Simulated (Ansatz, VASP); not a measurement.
## One calculation of Al, two programs

INCAR

```
  PREC = Accurate
  ENCUT = 520
  EDIFF = 1E-6
  ISMEAR = 0
  SIGMA = 0.15
  LREAL = F
  LASPH = T
  NELM = 60
  ALGO = Fast
  ISIF = 2
  LWAVE = F
  LCHARG = T
  GGA = PE
  IVDW = 12
  LELF = T
  LVHAR = T
  NBANDS = 14
```

KPOINTS

```
Automatic mesh
0
Gamma
  18 18 4
```

File POSCAR:

```
Al
1.0
    2.8144222650      0.0000000000      0.0000000000
   -1.4072111325      2.4373611785      0.0000000000
    0.0000000000      0.0000000000      9.2410470710
Al
4
Direct
    0.0000000000      0.0000000000      0.0000000000
    0.3620529177      0.7241058354      0.2348502016
    0.0000000000      0.0000000000      0.5000000000
    0.6666666667      0.3333333333      0.7500000000
```

Input for Ansatz:

```yaml
crystal:
  lattice:
    - [2.814422265, 0.0, 0.0]
    - [-1.4072111325, 2.4373611785, 0.0]
    - [0.0, 0.0, 9.241047071]
  atoms:
    - { symbol: Al, position: [0.0, 0.0, 0.0] }
    - { symbol: Al, position: [0.3620529177, 0.7241058354, 0.2348502016] }
    - { symbol: Al, position: [0.0, 0.0, 0.5] }
    - { symbol: Al, position: [0.6666666667, 0.3333333333, 0.75] }
basis:
  ecutwfc: 420
kpoints:
  mp_grid: { grid: [18, 18, 4] }
hamiltonian:
  xc: pbe
  pseudopotentials: { kind: paw, azcp: { folder: soft_1 } }
  dispersion: d3bj
scf:
  occupations: { method: gaussian, width: 0.15 }
output:
  forces: true
  stress: true
  eigenvalues: true
```

Alike in both runs: task single point; functional PBE; dispersion D3(BJ); k mesh 18 × 18 × 4; occupations gaussian, width 0.15 eV; no spin polarisation.

|  | VASP | Ansatz |
| --- | --- | --- |
| version | VASP 6.6.1 | Ansatz 0.2.0 |
| potentials or method | VASP PAW PBE potentials, release 64 (Al), cutoff 520 eV | scalar-relativistic, plane waves, PAW |
| valence electrons in the cell | 12 | 12 |

|  | VASP | Ansatz | Ansatz less VASP |
| --- | --- | --- | --- |
| gap on the k mesh at the Fermi level (eV) | none | none | - |
| pressure (GPa) | 0.5 | 0.6 | 0.00 |
| traceless stress, the component that is largest in VASP (GPa) | 0.72 | 0.71 | -0.004 |
| rms of the force components (eV/Å) | 0.302 | 0.302 | -0.0002 |

Atom by atom the forces differ by 0.000 eV/Å (rms over components). A gap of «none» marks a metal or a gap that the smearing closes.
